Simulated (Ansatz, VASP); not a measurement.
## Be: VASP beside Ansatz

The input INCAR:

```
PREC = Accurate ; ENCUT = 520
EDIFF = 1E-6 ; ISMEAR = -1
SIGMA = 0.05 ; LREAL = F
LASPH = T ; NELM = 80
ALGO = Normal ; ISIF = 2
LWAVE = F ; LCHARG = F
GGA = PS ; NBANDS = 9
```

File KPOINTS:

```
Automatic mesh
0
Gamma
  15 15 8
```

Contents of POSCAR:

```
Be
1.0
    2.2424371395      0.0000000000      0.0000000000
   -1.1212185697      1.9420075292      0.0000000000
    0.0000000000      0.0000000000      3.6327481659
Be
2
Direct
    0.2133333333      0.6066666667      0.1600000000
    0.7866666667      0.3933333333      0.8400000000
```

Input for Ansatz:

```yaml
crystal:
  lattice:
    - [2.2424371395, 0.0, 0.0]
    - [-1.1212185697, 1.9420075292, 0.0]
    - [0.0, 0.0, 3.6327481659]
  atoms:
    - { symbol: Be, position: [0.2133333333, 0.6066666667, 0.16] }
    - { symbol: Be, position: [0.7866666667, 0.3933333333, 0.84] }
kpoints:
  mp_grid: { grid: [15, 15, 8] }
scf:
  occupations: { method: fermi_dirac, width: 0.05 }
hamiltonian:
  xc: pbesol
  pseudopotentials: { kind: all_electron, lapw: { basis_error: 0.001 } }
output:
  forces: true
  stress: true
  eigenvalues: true
  populations: true
```

Change from the starting cell: shortest bond scaled by 0.64, LAPW.

Alike in both runs: task single point; functional PBEsol; k mesh 15 × 15 × 8; occupations fermi-dirac, width 0.05 eV; no spin polarisation.

|  | VASP | Ansatz |
| --- | --- | --- |
| version | VASP 6.6.1 | Ansatz 0.2.0 |
| potentials or method | VASP PAW PBE potentials, release 64 (Be), cutoff 520 eV | all-electron LAPW, scalar-relativistic |

|  | VASP | Ansatz | Ansatz less VASP |
| --- | --- | --- | --- |
| pressure (GPa) | 47.5 | 46.3 | -1.19 |
| traceless stress, the component that is largest in VASP (GPa) | 59.86 | 59.22 | -0.641 |
| rms of the force components (eV/Å) | 7.077 | 6.985 | -0.0925 |

VASP's potentials were made for PBE, not for PBEsol. Atom by atom the forces differ by 0.093 eV/Å (rms over components). Both programs put the cell under a high pressure, so it lies far from rest at this level. Ansatz ran all-electron here, and VASP with PAW potentials.
